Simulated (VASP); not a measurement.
## Si48HC48 (a cell with a defect): single point with PBEsol

System: Si48HC48 (a cell with a defect).

```
Si C H
1.0
     9.23420    0.00000    0.00000
     0.00000   10.66274    0.00000
     0.00000    0.00000   10.07595
Si C H
48 48 1
Direct
  0.99984 0.00096 0.49949
  0.33093 0.99775 0.49932
  0.16448 0.24977 0.49919
  0.00164 0.50129 0.50114
  0.66576 0.99987 0.49933
  0.49334 0.24315 0.49882
  0.32960 0.50029 0.49976
  0.16671 0.74978 0.49934
  0.83114 0.24953 0.49982
  0.72165 0.52979 0.52246
  0.49913 0.75028 0.49992
  0.83645 0.75301 0.50099
  0.99822 0.16652 0.24954
  0.33086 0.16508 0.24861
  0.16446 0.41646 0.24954
  0.99930 0.66664 0.24937
  0.66458 0.16636 0.24885
  0.49351 0.41346 0.24362
  0.33232 0.66608 0.24900
  0.16525 0.91595 0.24928
  0.83122 0.41645 0.24934
  0.66537 0.66630 0.24924
  0.49869 0.91625 0.24947
  0.83231 0.91680 0.24988
  0.16611 0.08351 0.74930
  0.99956 0.33330 0.74997
  0.49891 0.08265 0.74880
  0.33219 0.33335 0.74885
  0.16677 0.58343 0.74988
  0.00023 0.83453 0.75034
  0.83246 0.08333 0.74949
  0.66520 0.33254 0.74955
  0.49895 0.58379 0.75016
  0.33280 0.83317 0.74961
  0.83623 0.58520 0.75214
  0.66657 0.83396 0.75008
  0.99919 0.00014 0.99952
  0.33223 0.99949 0.99891
  0.16540 0.24991 0.99926
  0.99930 0.49994 0.00005
  0.66559 0.99971 0.99933
  0.49832 0.24866 0.99753
  0.33141 0.50010 0.99803
  0.16608 0.74992 0.99943
  0.83196 0.24975 0.99948
  0.66544 0.49979 0.99989
  0.49913 0.74994 0.99956
  0.83294 0.75043 0.00037
  0.99889 0.99988 0.18685
  0.33188 0.99886 0.18621
  0.16493 0.24974 0.18677
  0.99804 0.49976 0.18720
  0.66541 0.99963 0.18684
  0.49752 0.24736 0.18375
  0.32971 0.50002 0.18432
  0.16587 0.74953 0.18647
  0.83157 0.24981 0.18696
  0.66318 0.49880 0.18874
  0.49900 0.74965 0.18690
  0.83228 0.74995 0.18748
  0.99954 0.00068 0.68693
  0.33226 0.99942 0.68668
  0.16564 0.24985 0.68651
  0.00133 0.49954 0.68880
  0.66586 0.00009 0.68661
  0.49834 0.24957 0.68596
  0.33339 0.50019 0.68657
  0.16618 0.75008 0.68691
  0.83210 0.25023 0.68697
  0.66688 0.50051 0.69434
  0.49990 0.74999 0.68708
  0.83378 0.75203 0.68872
  0.99791 0.16717 0.43742
  0.32806 0.16234 0.43664
  0.16536 0.41666 0.43757
  0.00100 0.66741 0.43694
  0.66395 0.16683 0.43710
  0.47765 0.40363 0.42829
  0.33361 0.66610 0.43725
  0.16498 0.91543 0.43725
  0.83700 0.41483 0.43662
  0.66726 0.67308 0.43621
  0.49884 0.91643 0.43754
  0.83368 0.91888 0.43766
  0.16579 0.08335 0.93733
  0.99859 0.33317 0.93785
  0.49889 0.08231 0.93629
  0.33193 0.33318 0.93662
  0.16547 0.58358 0.93713
  0.99969 0.83360 0.93808
  0.83228 0.08316 0.93749
  0.66518 0.33289 0.93748
  0.49881 0.58338 0.93786
  0.33260 0.83300 0.93728
  0.83320 0.58383 0.94009
  0.66592 0.83312 0.93791
  0.58678 0.43582 0.45583
```

* Program: VASP 6.6.1
* Task: single point
* Functional: PBEsol
* Potentials or basis: VASP PAW PBE potentials, release 64 (Si, C, H)
* Cutoff: 520 eV
* k mesh: 1 × 1 × 1, shifted
* Occupations: fermi-dirac, width 0.05 eV
* Spin: collinear spin

The pressure is 1.7 GPa. The largest force is 0.022 eV/Å and the net moment is 0.98 μB per cell. The site moments are Si +0.00, +0.15, +0.01, -0.00 (each value once); C -0.00, +0.00, +0.01, +0.02 (each value once); H +0.00 μB and the valence electrons inside the program's atomic spheres are Si 1.69, 1.68, 1.70, 1.75, 1.67 (each value once); C 2.53, 2.54, 2.52, 2.55, 2.60 (each value once); H 0.71.

Forces on the atoms (eV/Å):
```
Si   0.001  0.002  0.000
Si   0.003 -0.002  0.002
Si   0.002  0.000  0.002
Si  -0.002  0.000  0.002
Si   0.001 -0.002  0.002
Si   0.005 -0.004  0.010
Si  -0.002  0.005  0.004
Si   0.004  0.000  0.002
Si   0.001  0.000 -0.002
Si  -0.003  0.011  0.005
Si   0.002 -0.002  0.000
Si   0.002  0.000  0.001
Si  -0.001 -0.001 -0.001
Si   0.001  0.002  0.000
Si  -0.003  0.000  0.002
Si  -0.002  0.000 -0.002
Si  -0.001  0.003  0.000
Si   0.004  0.001 -0.013
Si   0.001 -0.001 -0.001
Si  -0.001  0.005  0.001
Si   0.001 -0.003  0.003
Si   0.000  0.003  0.002
Si  -0.003 -0.001 -0.001
Si   0.004  0.001  0.000
Si  -0.001 -0.002  0.001
Si  -0.001 -0.002  0.000
Si   0.001  0.002  0.000
Si   0.002  0.000  0.000
Si  -0.002 -0.001  0.000
Si   0.001  0.003  0.000
Si   0.003 -0.002  0.000
Si  -0.003  0.000  0.001
Si  -0.002  0.000 -0.001
Si   0.006  0.000  0.000
Si   0.001 -0.001 -0.003
Si  -0.004 -0.002 -0.001
Si  -0.002  0.002  0.000
Si  -0.001  0.002  0.001
Si   0.000  0.001  0.001
Si   0.000  0.000  0.001
Si   0.001  0.001  0.001
Si  -0.001  0.001  0.000
Si   0.000 -0.002  0.000
Si  -0.001  0.001  0.002
Si   0.001  0.001  0.000
Si   0.001  0.000  0.001
Si  -0.001  0.001 -0.001
Si  -0.001  0.002  0.000
C   -0.003 -0.001 -0.003
C    0.003 -0.004  0.003
C   -0.002 -0.002  0.007
C   -0.006  0.002 -0.001
C   -0.003 -0.001  0.003
C   -0.004 -0.010  0.001
C   -0.003  0.004  0.009
C   -0.002 -0.004  0.004
C    0.004  0.000  0.000
C    0.002 -0.002 -0.004
C    0.000 -0.001 -0.003
C    0.001 -0.001 -0.001
C    0.001  0.001 -0.001
C    0.003  0.000  0.000
C   -0.004 -0.001  0.005
C    0.000  0.002 -0.006
C   -0.002 -0.001  0.002
C    0.001 -0.002 -0.003
C    0.000  0.000  0.000
C   -0.002  0.000  0.004
C    0.005  0.000  0.002
C   -0.003 -0.006  0.002
C    0.001  0.002 -0.005
C    0.002 -0.001 -0.004
C   -0.003  0.007 -0.003
C    0.001  0.004 -0.007
C    0.004 -0.010 -0.004
C   -0.001  0.004  0.001
C   -0.001 -0.012 -0.003
C   -0.003  0.022  0.002
C   -0.001 -0.004  0.001
C   -0.001  0.001  0.001
C    0.001 -0.006 -0.006
C   -0.004 -0.005 -0.001
C   -0.004  0.003 -0.001
C   -0.012  0.002 -0.002
C    0.000  0.003  0.000
C   -0.001 -0.003 -0.002
C   -0.003 -0.005  0.004
C    0.003  0.000 -0.001
C    0.001  0.003  0.001
C   -0.001 -0.008 -0.002
C   -0.001  0.006 -0.001
C    0.009  0.010 -0.001
C   -0.005 -0.004 -0.002
C   -0.001  0.002  0.000
C    0.002 -0.003 -0.002
C    0.001  0.001 -0.001
H    0.016 -0.003 -0.002
```

Stress tensor (GPa, compression positive):
```
1.86 1.10 0.76
1.10 1.86 0.33
0.76 0.33 1.46
```

Levels at points of the mesh, in eV from the Fermi level:
Spin up:
```csv
k point,band 191,band 192,band 193,band 194,band 195,band 196
"(0.25, 0.25, 0.25)",-2.24,-2.05,-0.24,0.65,0.91,0.98
```
Spin down:
```tsv
k point	band 189	band 190	band 191	band 192	band 193	band 194	band 195	band 196
(0.25, 0.25, 0.25)	-2.48	-2.43	-2.23	-2.04	0.24	0.67	0.93	0.99
```

It took 2.3 min on 4 MPI ranks on Intel(R) Xeon(R) 6975P-C (Granite Rapids), on a shared host, peak memory 0.5 GiB a rank.

Caveat: the PAW data sets were made with another functional, which shifts forces and pressure a little.
